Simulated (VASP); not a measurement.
# BN (R3m) in VASP: a series of runs

Runs on BN. Level: PBE. Tasks: single point.

Everything below comes from runs of VASP 6.6.1. Logs are shortened: lines on timing, memory, paths and dates and some standing lists are left out, and cuts for length are marked.

### 1 The cell of the first run

Symmetry: R3m, No. 160, trigonal system. Conventional cell: a = 2.556 Å, b = 2.556 Å, c = 7.065 Å, α = 90.00°, β = 90.00°, γ = 120.00°. B (site symmetry 3m) has 4 N at 1.59 to 1.77 Å within 2.1 Å. Within 2.1 Å of N (site symmetry 3m) lie 4 B at 1.59 to 1.77 Å.

### 2 Single point, PBE

Contents of INCAR:

```
ALGO = Normal
EDIFF = 1E-6
ENCUT = 600
GGA = PE
GGA_COMPAT = F
ISIF = 2
ISMEAR = 0
LASPH = T
LCHARG = T
LELF = T
LREAL = F
LVHAR = T
LWAVE = F
NBANDS = 11
NELM = 120
PREC = Accurate
SIGMA = 0.05
```

Contents of KPOINTS:

```
k-points
0
Gamma
  12 12 12
```

Contents of POSCAR:

```
BN
1.0
    0.0000000000      1.8076581254      1.8076581254
    1.8076581254      0.0000000000      1.8076581254
    1.9621526399      1.9621526399     -0.1544945145
B N
1 1
Direct
    0.0000000000      0.0000000000      0.0000000000
    0.7500000000      0.7500000000      0.7500000000
```

Potentials or basis: VASP PAW PBE potentials, release 64 (B, N).

The run is started by

```
$ cat potpaw_PBE.64/B/POTCAR potpaw_PBE.64/N/POTCAR > POTCAR
$ mpirun -np 1 vasp_std > vasp.out
```

OUTCAR:

```text
EDIFF = 1E-6
   ENCUT = 600
   GGA = PE
   ISIF = 2
   ISMEAR = 0
   LASPH = T
   LREAL = F
   NELM = 120
   PREC = Accurate

 ion  position               nearest neighbor table
   1  0.000  0.000  0.000-   2 1.59   2 1.59   2 1.59   2 1.77
   2  0.750  0.750  0.750-   1 1.59   1 1.59   1 1.59   1 1.77

  LATTYP: Found a trigonal (rhomboedric) cell.
 ALAT       =     2.7792003381
 COS(alpha) =     0.5769488427

  Lattice vectors:

 A1 = (   1.9621526399,   0.1544945145,  -1.9621526399)
 A2 = (   0.1544945145,   1.9621526399,  -1.9621526399)
 A3 = (   1.9621526399,   1.9621526399,  -0.1544945145)

Analysis of symmetry for initial positions (statically):
=====================================================================
 Subroutine PRICEL returns:
 Original cell was already a primitive cell.

 Routine SETGRP: Setting up the symmetry group for a
 trigonal (rhombohedral) supercell.

 Subroutine GETGRP returns: Found  6 space group operations
 (whereof  6 operations were pure point group operations)
 out of a pool of 12 trial point group operations.

The static configuration has the point symmetry C_3v.

Analysis of symmetry for dynamics (positions and initial velocities):
=====================================================================
 Subroutine PRICEL returns:
 Original cell was already a primitive cell.

 Routine SETGRP: Setting up the symmetry group for a
 trigonal (rhombohedral) supercell.

 Subroutine GETGRP returns: Found  6 space group operations
 (whereof  6 operations were pure point group operations)
 out of a pool of 12 trial point group operations.

The dynamic configuration has the point symmetry C_3v.

 Subroutine INISYM returns: Found  6 space group operations
 (whereof  6 operations are pure point group operations),
 and found     1 'primitive' translations

----------------------------------------------------------------------------------------

                                     Primitive cell

  volume of cell :      13.3280

  direct lattice vectors                    reciprocal lattice vectors
     0.000000000  1.807658125  1.807658125    -0.266124037  0.287077913  0.266124037
     1.807658125  0.000000000  1.807658125     0.287077913 -0.266124037  0.266124037
     1.962152640  1.962152640 -0.154494515     0.245170160  0.245170160 -0.245170160

  length of vectors
     2.556414637  2.556414637  2.779200338     0.473347372  0.473347372  0.424647174

  position of ions in fractional coordinates (direct lattice)
     0.000000000  0.000000000  0.000000000
     0.750000000  0.750000000  0.750000000

  ion indices of the primitive-cell ions
   primitive index   ion index
                 1           1
                 2           2

----------------------------------------------------------------------------------------

 KPOINTS: k-points

Automatic generation of k-mesh.
 Grid dimensions read from file:
 generate k-points for:   12   12   12

 Generating k-lattice:

  Cartesian coordinates                     Fractional coordinates (reciprocal lattice)
    -0.022177003  0.023923159  0.022177003     0.083333333  0.000000000  0.000000000
     0.023923159 -0.022177003  0.022177003     0.000000000  0.083333333  0.000000000
     0.020430847  0.020430847 -0.020430847     0.000000000  0.000000000  0.083333333

  Length of vectors
     0.039445614  0.039445614  0.035387265

  Shift w.r.t. Gamma in fractional coordinates (k-lattice)
     0.000000000  0.000000000  0.000000000

 Subroutine IBZKPT returns following result:
 ===========================================

 Found    189 irreducible k-points:

 Following reciprocal coordinates:
            Coordinates               Weight
  0.000000  0.000000  0.000000      1.000000
  0.083333  0.000000  0.000000      6.000000
  0.166667  0.000000 -0.000000      6.000000
  0.250000  0.000000 -0.000000      6.000000
  0.333333  0.000000  0.000000      6.000000
  0.416667  0.000000 -0.000000      6.000000
[... 16 lines left out ...]
  0.500000  0.166667 -0.000000     12.000000
 -0.416667  0.166667  0.000000     12.000000
 [... further k-points ...]
   k-points           NKPTS =    189   k-points in BZ     NKDIM =    189   number of bands    NBANDS=     11
   number of dos      NEDOS =    301   number of ions     NIONS =      2
   total plane-waves  NPLWV =   9600
   dimension x,y,z NGX =    20 NGY =   20 NGZ =   24
   dimension x,y,z NGXF=    40 NGYF=   40 NGZF=   48
   ions per type =               1   1
   NGX,Y,Z   is equivalent  to a cutoff of  13.01, 13.01, 14.36 a.u.
   NGXF,Y,Z  is equivalent  to a cutoff of  26.01, 26.01, 28.71 a.u.
 SYSTEM =  unknown system
   PREC   = accura    normal or accurate (medium, high low for compatibility)
   ISTART =      0    job   : 0-new  1-cont  2-samecut
   ICHARG =      2    charge: 1-file 2-atom 10-const
   ISPIN  =      1    spin polarized calculation?
   LNONCOLLINEAR =      F non collinear calculations
   LSORBIT =      F    spin-orbit coupling
   LASPH  =      T    aspherical Exc in radial PAW
   ENCUT  =  600.0 eV  44.10 Ry    6.64 a.u.   5.11  5.11  5.55*2*pi/ulx,y,z
   NELM   =    120;   NELMIN=  2; NELMDL= -5     # of ELM steps
   EDIFF  = 0.1E-05   stopping-criterion for ELM
   LREAL  =      F    real-space projection
   EDIFFG = 0.1E-04   stopping-criterion for IOM
   NSW    =      0    number of steps for IOM
   IBRION =     -1    ionic relax: 0-MD 1-quasi-New 2-CG
   NFREE  =      0    steps in history (QN), initial steepest desc. (CG)
   ISIF   =      2    stress and relaxation
   ISYM   =      2    0-nonsym 1-usesym 2-fastsym
   POTIM  = 0.5000    time-step for ionic-motion
   TEBEG  =    0.0;   TEEND  =   0.0 temperature during run
   PSTRESS=    0.0 pullay stress
   NELECT =       8.0000    total number of electrons
   NUPDOWN=      -1.0000    fix difference up-down
   EMIN   =  10.00;   EMAX   =-10.00  energy-range for DOS
   EFERMI =   0.00;   METHOD = LEGACY
   ISMEAR =     0;   SIGMA  =   0.05  broadening in eV -4-tet -1-fermi 0-gaus
   EFERMI_NEDOS =   21; number of points for ismear=-14 and -15
   IALGO  =     38    algorithm
   IMIX   =      4    mixing-type and parameters
     AMIX     =   0.40;   BMIX     =  1.00
     AMIX_MAG =   1.60;   BMIX_MAG =  1.00
  volume/ion in A,a.u.               =       6.66        44.97
  Fermi-wavevector in a.u.,A,eV,Ry     =   1.380967  2.609648 25.947244  1.907069
  Thomas-Fermi vector in A             =   2.505795
   LORBIT       =      0    0 simple, 1 ext, 2 COOP (PROOUT), +10 PAW based schemes
   GGA     = PE    functional components
   LHFCALC =     F    Hartree Fock is set to
   AEXX    =    0.0000 exact exchange contribution
   IVDW    =     0    specifies the selected vdW correction
   LEPSILON=     F    determine dielectric tensor
   LRPA    =     F    only Hartree local field effects (RPA)
 non-spin polarized calculation
 Gauss-broadening in eV      SIGMA  =   0.05
  energy-cutoff  :      600.00
  volume of cell :       13.33
 maximum number of plane-waves:       455
   NGX = 11   NGY = 11   NGZ = 11

 number of electron       8.0000001 magnetization

 Free energy of the ion-electron system (eV)
  ---------------------------------------------------
  ext. energy  EPLUGINS =         0.00000000
  ---------------------------------------------------
  free energy    TOTEN  =       -17.03582833 eV

  energy without entropy =      -17.03582833  energy(sigma->0) =      -17.03582833

 E-fermi :   6.5162     XC(G=0): -12.2300

 val. band max:        6.1990309084   @ k =   0.0000   0.0000   0.0000
 cond. band min:      10.0147499505   @ k =   0.5000   0.5000  -0.0000
 fundamental gap:      3.8157190421
 Fermi energy:         6.5162298427

 k-point     1 :       0.0000    0.0000    0.0000
  band No.  band energies     occupation
      1     -12.9917      2.00000
      2       5.4994      2.00000
      3       6.1990      2.00000
      4       6.1990      2.00000
      5      10.8379      0.00000
      6      15.2341      0.00000
      7      15.2341      0.00000
      8      16.2935      0.00000
      9      28.5187      0.00000
     10      32.1768      0.00000
     11      32.5470      0.00000

 k-point     2 :       0.0833    0.0000    0.0000
  band No.  band energies     occupation
      1     -12.8291      2.00000
      2       5.1738      2.00000
      3       5.5871      2.00000
      4       5.9975      2.00000
      5      11.1011      0.00000
      6      15.2296      0.00000
      7      15.4944      0.00000
      8      16.8824      0.00000
      9      28.1166      0.00000
     10      30.2324      0.00000
     11      30.9485      0.00000

 k-point     3 :       0.1667    0.0000   -0.0000
  band No.  band energies     occupation
      1     -12.3481      2.00000
      2       3.4672      2.00000
      3       5.0671      2.00000
      4       5.5057      2.00000
      5      11.7215      0.00000
      6      15.3102      0.00000
      7      16.0802      0.00000
      8      18.0581      0.00000
      9      26.9840      0.00000
     10      29.1658      0.00000
     11      29.7549      0.00000

 k-point     4 :       0.2500    0.0000   -0.0000
  band No.  band energies     occupation
      1     -11.5739      2.00000
      2       1.2265      2.00000
      3       4.6629      2.00000
      4       4.9344      2.00000
      5      12.3738      0.00000
      6      15.4619      0.00000
      7      16.6034      0.00000
      8      19.1012      0.00000
      9      26.2180      0.00000
     10      28.5740      0.00000
     11      29.6749      0.00000
[... 239 lines left out ...]
 k-point    22 :       0.4167    0.1667   -0.0000
  band No.  band energies     occupation
      1      -9.8383      2.00000
      2      -1.1476      2.00000
      3       2.8785      2.00000
      4       3.0749      2.00000
      5      12.9619      0.00000
      6      16.6882      0.00000
      7      17.9016      0.00000
      8      19.8205      0.00000
      9      25.0998      0.00000
     10      29.2192      0.00000
     11      31.7388      0.00000

 k-point    23 :       0.5000    0.1667   -0.0000
  band No.  band energies     occupation
      1      -8.9229      2.00000
      2      -2.6239      2.00000
      3       2.4061      2.00000
      4       3.1622      2.00000
      5      13.1998      0.00000
      6      16.3248      0.00000
      7      17.9030      0.00000
      8      20.7647      0.00000
      9      25.4989      0.00000
     10      29.1544      0.00000
     11      31.2826      0.00000

 k-point    24 :      -0.4167    0.1667    0.0000
  band No.  band energies     occupation
      1      -8.6719      2.00000
      2      -3.0008      2.00000
      3       2.1115      2.00000
      4       3.5142      2.00000
      5      13.4788      0.00000
      6      15.9397      0.00000
      7      17.6703      0.00000
      8      20.8443      0.00000
      9      25.8003      0.00000
     10      28.9200      0.00000
     11      30.8161      0.00000

 [... further k-points ...]

------------------------ aborting loop because EDIFF is reached ----------------------------------------

  FORCE on cell =-STRESS in cart. coord.  units (eV):
  Direction    XX          YY          ZZ          XY          YZ          ZX
  --------------------------------------------------------------------------------------
  -------------------------------------------------------------------------------------
  Total       -2.4052602     -2.4052602     -2.4052602     -2.0911073      2.0911073      2.0911073
  in kB     -289.1396599   -289.1396599   -289.1396599   -251.3748982    251.3748982    251.3748982
  external PRESSURE =    -289.1396599 kB  Pullay stress =       0.0000000 kB

 VOLUME and BASIS-vectors are now :
 -----------------------------------------------------------------------------
  energy-cutoff  :      600.00
  volume of cell :       13.33
      direct lattice vectors                 reciprocal lattice vectors
     0.000000000  1.807658125  1.807658125    -0.266124037  0.287077913  0.266124037
     1.807658125  0.000000000  1.807658125     0.287077913 -0.266124037  0.266124037
     1.962152640  1.962152640 -0.154494515     0.245170160  0.245170160 -0.245170160

 POSITION                                       TOTAL-FORCE (eV/Angst)
 -----------------------------------------------------------------------------------
      0.00000      0.00000      0.00000        -0.581004     -0.581004      0.581004
      2.82736      2.82736      2.59562         0.581004      0.581004     -0.581004
 -----------------------------------------------------------------------------------
    total drift:                               -0.000100     -0.000100      0.000101

  FREE ENERGIE OF THE ION-ELECTRON SYSTEM (eV)
  ---------------------------------------------------
  free  energy   TOTEN  =       -17.0358283274 eV

  energy  without entropy=      -17.0358283274  energy(sigma->0) =      -17.03582833
```

Wall time 42 s (1 thread of Intel Xeon 8259CL, shared host); peak memory 0.15 GiB.

Results:

- Free energy: -17.0358 eV
- Pressure: -28.9 GPa
- Largest force: 1.006 eV/Å
- Band gap on the k mesh: 3.82 eV, indirect (least direct gap 4.64 eV)

Forces on the atoms (eV/Å):
```
B   -0.581 -0.581  0.581
N    0.581  0.581 -0.581
```

Stress tensor (GPa, compression positive):
```
-28.91 -25.14  25.14
-25.14 -28.91  25.14
 25.14  25.14 -28.91
```

Levels at points of the mesh, in eV from the valence-band top:
```
           k point  band 2  band 3  band 4  band 5  band 6  band 7
(0.00, 0.00, 0.00)   -0.70    0.00    0.00    4.64    9.04    9.04
(0.50, 0.00, 0.00)   -9.80   -2.19   -2.10    6.85    9.53   10.65
(0.50, 0.50, 0.00)   -8.45   -4.99   -3.91    3.82    8.79   14.78
(0.00, 0.00, 0.50)  -10.00   -1.12   -1.12   10.46   10.54   10.54
```

Caveat: forces of over 1 eV/Å act on the atoms, so gaps and moduli don't describe the material at rest. A k mesh can miss the band edges.

[end of part 1 of 2]
